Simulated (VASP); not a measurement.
# Cr (Cmcm) in VASP: single point with PBE

Aim: the single point of Cr with PBE.

Everything below comes from runs of VASP 6.6.1. Logs are shortened: lines on timing, memory, paths and dates and some standing lists are left out, and cuts for length are marked.

**1. The cell of the first run**

The structure is orthorhombic, space group Cmcm (No. 63). The conventional cell has a = 4.031 Å, b = 2.850 Å, c = 4.031 Å, α = 90.00°, β = 90.00°, γ = 90.00°. Within 3.2 Å of Cr (site symmetry m2m) lie 14 Cr at 2.45 to 2.85 Å.

**2. Single point, PBE**

INCAR reads:

```
PREC = Accurate ; ENCUT = 500
EDIFF = 1E-6 ; ISMEAR = -1
SIGMA = 0.1 ; LREAL = F
LASPH = T ; NELM = 120
ALGO = Normal ; ISIF = 2
LWAVE = F ; LCHARG = F
GGA = PE ; NBANDS = 19
GGA_COMPAT = F
```

KPOINTS reads:

```
regular mesh
0
Gamma
  8 8 4
```

POSCAR reads:

```
Cr
1.0
   -1.4250000000      1.4250000000      1.4250000000
    1.4250000000     -1.4250000000      1.4250000000
    2.8500000000      2.8500000000     -2.8500000000
Cr
2
Direct
   -0.0061403509     -0.0061403509     -0.2500000000
    0.0061403509      0.0061403509      0.2500000000
```

Potentials or basis: VASP PAW PBE potentials, release 64 (Cr_pv).

Run with:

```console
$ cat potpaw_PBE.64/Cr_pv/POTCAR > POTCAR
$ mpirun -np 1 vasp_std > vasp.out
```

OUTCAR:

```text
PREC = Accurate
   ENCUT = 500
   EDIFF = 1E-6
   ISMEAR = -1
   LREAL = F
   LASPH = T
   NELM = 120
   ISIF = 2
   GGA = PE

 ion  position               nearest neighbor table
   1  0.994  0.994  0.750-   2 2.45   2 2.45   2 2.49   2 2.49   2 2.85   2 2.85   2 2.85   2 2.85

   2  0.006  0.006  0.250-   1 2.45   1 2.45   1 2.49   1 2.49   1 2.85   1 2.85   1 2.85   1 2.85

  LATTYP: Found a base centered orthorhombic cell.
 ALAT       =     2.8500000000
 B/A-ratio  =     1.4142135624
 C/A-ratio  =     1.4142135624

  Lattice vectors:

 A1 = (  -1.4250000000,   1.4250000000,   1.4250000000)
 A2 = (   1.4250000000,  -1.4250000000,   1.4250000000)
 A3 = (   2.8500000000,   2.8500000000,   0.0000000000)

Analysis of symmetry for initial positions (statically):
=====================================================================
 Subroutine PRICEL returns:
 Original cell was already a primitive cell.

 Routine SETGRP: Setting up the symmetry group for a
 base centered orthorhombic supercell.

 Subroutine GETGRP returns: Found  8 space group operations
 (whereof  4 operations were pure point group operations)
 out of a pool of  8 trial point group operations.

The static configuration has the point symmetry C_2h.
 The point group associated with its full space group is D_2h.

Analysis of symmetry for dynamics (positions and initial velocities):
=====================================================================
 Subroutine PRICEL returns:
 Original cell was already a primitive cell.

 Routine SETGRP: Setting up the symmetry group for a
 base centered orthorhombic supercell.

 Subroutine GETGRP returns: Found  8 space group operations
 (whereof  4 operations were pure point group operations)
 out of a pool of  8 trial point group operations.

The dynamic configuration has the point symmetry C_2h.
 The point group associated with its full space group is D_2h.

 Subroutine INISYM returns: Found  8 space group operations
 (whereof  4 operations are pure point group operations),
 and found     1 'primitive' translations

----------------------------------------------------------------------------------------

                                     Primitive cell

  volume of cell :      23.1491

  direct lattice vectors                    reciprocal lattice vectors
    -1.425000000  1.425000000  1.425000000     0.000000000  0.350877193  0.350877193
     1.425000000 -1.425000000  1.425000000     0.350877193  0.000000000  0.350877193
     2.850000000  2.850000000 -2.850000000     0.175438596  0.175438596  0.000000000

  length of vectors
     2.468172401  2.468172401  4.936344802     0.496215285  0.496215285  0.248107643

  position of ions in fractional coordinates (direct lattice)
     0.993859649  0.993859649  0.750000000
     0.006140351  0.006140351  0.250000000

  ion indices of the primitive-cell ions
   primitive index   ion index
                 1           1
                 2           2

----------------------------------------------------------------------------------------

 KPOINTS: regular mesh

Automatic generation of k-mesh.
 Grid dimensions read from file:
 generate k-points for:    8    8    4

 Generating k-lattice:

  Cartesian coordinates                     Fractional coordinates (reciprocal lattice)
     0.000000000  0.043859649  0.043859649     0.125000000  0.000000000  0.000000000
     0.043859649  0.000000000  0.043859649     0.000000000  0.125000000  0.000000000
     0.043859649  0.043859649  0.000000000     0.000000000  0.000000000  0.250000000

  Length of vectors
     0.062026911  0.062026911  0.062026911

  Shift w.r.t. Gamma in fractional coordinates (k-lattice)
     0.000000000  0.000000000  0.000000000

 Subroutine IBZKPT returns following result:
 ===========================================

 Found     55 irreducible k-points:

 Following reciprocal coordinates:
            Coordinates               Weight
  0.000000  0.000000  0.000000      1.000000
  0.125000  0.000000  0.000000      8.000000
  0.250000  0.000000  0.000000      8.000000
  0.375000  0.000000  0.000000      8.000000
  0.500000  0.000000  0.000000      2.000000
  0.125000  0.125000  0.000000      4.000000
[... 16 lines left out ...]
  0.125000  0.000000  0.250000      8.000000
  0.250000  0.000000  0.250000      4.000000
 [... further k-points ...]
   k-points           NKPTS =     55   k-points in BZ     NKDIM =     55   number of bands    NBANDS=     19
   number of dos      NEDOS =    301   number of ions     NIONS =      2
   total plane-waves  NPLWV =  11664
   dimension x,y,z NGX =    18 NGY =   18 NGZ =   36
   dimension x,y,z NGXF=    36 NGYF=   36 NGZF=   72
   ions per type =               2
   NGX,Y,Z   is equivalent  to a cutoff of  12.12, 12.12, 12.12 a.u.
   NGXF,Y,Z  is equivalent  to a cutoff of  24.25, 24.25, 24.25 a.u.
 SYSTEM =  unknown system
   PREC   = accura    normal or accurate (medium, high low for compatibility)
   ISTART =      0    job   : 0-new  1-cont  2-samecut
   ICHARG =      2    charge: 1-file 2-atom 10-const
   ISPIN  =      1    spin polarized calculation?
   LNONCOLLINEAR =      F non collinear calculations
   LSORBIT =      F    spin-orbit coupling
   LASPH  =      T    aspherical Exc in radial PAW
   ENCUT  =  500.0 eV  36.75 Ry    6.06 a.u.   4.50  4.50  9.00*2*pi/ulx,y,z
   NELM   =    120;   NELMIN=  2; NELMDL= -5     # of ELM steps
   EDIFF  = 0.1E-05   stopping-criterion for ELM
   LREAL  =      F    real-space projection
   EDIFFG = 0.1E-04   stopping-criterion for IOM
   NSW    =      0    number of steps for IOM
   IBRION =     -1    ionic relax: 0-MD 1-quasi-New 2-CG
   NFREE  =      0    steps in history (QN), initial steepest desc. (CG)
   ISIF   =      2    stress and relaxation
   ISYM   =      2    0-nonsym 1-usesym 2-fastsym
   POTIM  = 0.5000    time-step for ionic-motion
   TEBEG  =    0.0;   TEEND  =   0.0 temperature during run
   PSTRESS=    0.0 pullay stress
   NELECT =      24.0000    total number of electrons
   NUPDOWN=      -1.0000    fix difference up-down
   EMIN   =  10.00;   EMAX   =-10.00  energy-range for DOS
   EFERMI =   0.00;   METHOD = LEGACY
   ISMEAR =    -1;   SIGMA  =   0.10  broadening in eV -4-tet -1-fermi 0-gaus
   EFERMI_NEDOS =   21; number of points for ismear=-14 and -15
   IALGO  =     38    algorithm
   IMIX   =      4    mixing-type and parameters
     AMIX     =   0.40;   BMIX     =  1.00
     AMIX_MAG =   1.60;   BMIX_MAG =  1.00
  volume/ion in A,a.u.               =      11.57        78.11
  Fermi-wavevector in a.u.,A,eV,Ry     =   1.656916  3.131116 37.353017  2.745369
  Thomas-Fermi vector in A             =   2.744758
   LORBIT       =      0    0 simple, 1 ext, 2 COOP (PROOUT), +10 PAW based schemes
   GGA     = PE    functional components
   LHFCALC =     F    Hartree Fock is set to
   AEXX    =    0.0000 exact exchange contribution
   IVDW    =     0    specifies the selected vdW correction
   LEPSILON=     F    determine dielectric tensor
   LRPA    =     F    only Hartree local field effects (RPA)
 non-spin polarized calculation
  energy-cutoff  :      500.00
  volume of cell :       23.15
 maximum number of plane-waves:       609
   NGX =  9   NGY =  9   NGZ = 17

 number of electron      23.9999993 magnetization

 Free energy of the ion-electron system (eV)
  ---------------------------------------------------
  ext. energy  EPLUGINS =         0.00000000
  ---------------------------------------------------
  free energy    TOTEN  =       -19.03953498 eV

  energy without entropy =      -18.99801542  energy(sigma->0) =      -19.01877520

 E-fermi :  10.8021     XC(G=0): -13.6645

 val. band max:       10.6164093092   @ k =   0.0000   0.0000   0.2500
 cond. band min:      10.9312499384   @ k =  -0.2500   0.2500   0.2500
 fundamental gap:      0.3148406292
 Fermi energy:        10.8021227308

 k-point     1 :       0.0000    0.0000    0.0000
  band No.  band energies     occupation
      1     -32.7180      2.00000
      2     -32.0952      2.00000
      3     -31.8153      2.00000
      4     -31.8098      2.00000
      5     -31.8096      2.00000
      6     -31.8072      2.00000
[... 11 lines left out ...]
     18      13.7434      0.00000
     19      18.0126      0.00000

 k-point     2 :       0.1250    0.0000    0.0000
  band No.  band energies     occupation
      1     -32.6460      2.00000
      2     -32.1261      2.00000
      3     -31.9471      2.00000
      4     -31.8614      2.00000
      5     -31.8508      2.00000
      6     -31.8097      2.00000
[... 11 lines left out ...]
     18      14.7538      0.00000
     19      18.0125      0.00000

 k-point     3 :       0.2500    0.0000    0.0000
  band No.  band energies     occupation
      1     -32.5500      2.00000
      2     -32.2747      2.00000
      3     -32.1843      2.00000
      4     -31.9526      2.00000
      5     -31.9026      2.00000
      6     -31.8117      2.00000
[... 11 lines left out ...]
     18      15.4161      0.00000
     19      18.0136      0.00000

 k-point     4 :       0.3750    0.0000    0.0000
  band No.  band energies     occupation
      1     -32.6459      2.00000
      2     -32.5896      2.00000
      3     -32.1266      2.00000
      4     -32.0530      2.00000
      5     -31.8610      2.00000
      6     -31.8137      2.00000
[... 407 lines left out ...]
     18      13.0778      0.00000
     19      18.0132      0.00000

 k-point    23 :       0.1250    0.0000    0.2500
  band No.  band energies     occupation
      1     -32.4554      2.00000
      2     -32.1716      2.00000
      3     -32.0253      2.00000
      4     -31.9018      2.00000
      5     -31.8569      2.00000
      6     -31.8422      2.00000
[... 11 lines left out ...]
     18      13.0439      0.00000
     19      18.0142      0.00000

 k-point    24 :       0.2500    0.0000    0.2500
  band No.  band energies     occupation
      1     -32.4553      2.00000
      2     -32.4553      2.00000
      3     -32.0269      2.00000
      4     -32.0269      2.00000
      5     -31.8564      2.00000
      6     -31.8564      2.00000
[... 11 lines left out ...]
     18      13.0436      0.00000
     19      18.0140      0.00000

 [... further k-points ...]

------------------------ aborting loop because EDIFF is reached ----------------------------------------

  FORCE on cell =-STRESS in cart. coord.  units (eV):
  Direction    XX          YY          ZZ          XY          YZ          ZX
  --------------------------------------------------------------------------------------
  -------------------------------------------------------------------------------------
  Total       -0.0710411     -0.0710411     -0.0677490     -0.0014191      0.0000000      0.0000000
  in kB       -4.9168389     -4.9168389     -4.6889861     -0.0982186      0.0000000      0.0000000
  external PRESSURE =      -4.8408879 kB  Pullay stress =       0.0000000 kB

 VOLUME and BASIS-vectors are now :
 -----------------------------------------------------------------------------
  energy-cutoff  :      500.00
  volume of cell :       23.15
      direct lattice vectors                 reciprocal lattice vectors
    -1.425000000  1.425000000  1.425000000     0.000000000  0.350877193  0.350877193
     1.425000000 -1.425000000  1.425000000     0.350877193  0.000000000  0.350877193
     2.850000000  2.850000000 -2.850000000     0.175438596  0.175438596  0.000000000

 POSITION                                       TOTAL-FORCE (eV/Angst)
 -----------------------------------------------------------------------------------
      2.13750      2.13750      0.69500         0.000000      0.000000      0.085088
      0.71250      0.71250     -0.69500        -0.000000     -0.000000     -0.085088
 -----------------------------------------------------------------------------------
    total drift:                                0.000000      0.000000     -0.000000

  FREE ENERGIE OF THE ION-ELECTRON SYSTEM (eV)
  ---------------------------------------------------
  free  energy   TOTEN  =       -19.0395349804 eV

  energy  without entropy=      -18.9980154239  energy(sigma->0) =      -19.01877520
```

Run time: 18 s. Hardware: 1 thread of Intel Xeon Platinum 8488C (Sapphire Rapids), shared host; peak memory 0.14 GiB.

Results:

- Free energy: -19.0395 eV
- Pressure: -0.5 GPa
- Largest force: 0.085 eV/Å
- Band gap on the k mesh: zero (band 12 reaches 12.06 eV, above the bottom of band 13 at 10.46 eV)

Forces in eV/Å, atoms in the order of the input:
```
Cr   0.000  0.000  0.085
Cr   0.000  0.000 -0.085
```

Caveat: the k points lie up to 0.39 Å⁻¹ apart; the run has no spin polarisation, though such a crystal can be magnetic. Spin polarisation is off, so any magnetic state and its effect on volume and gap are missing.
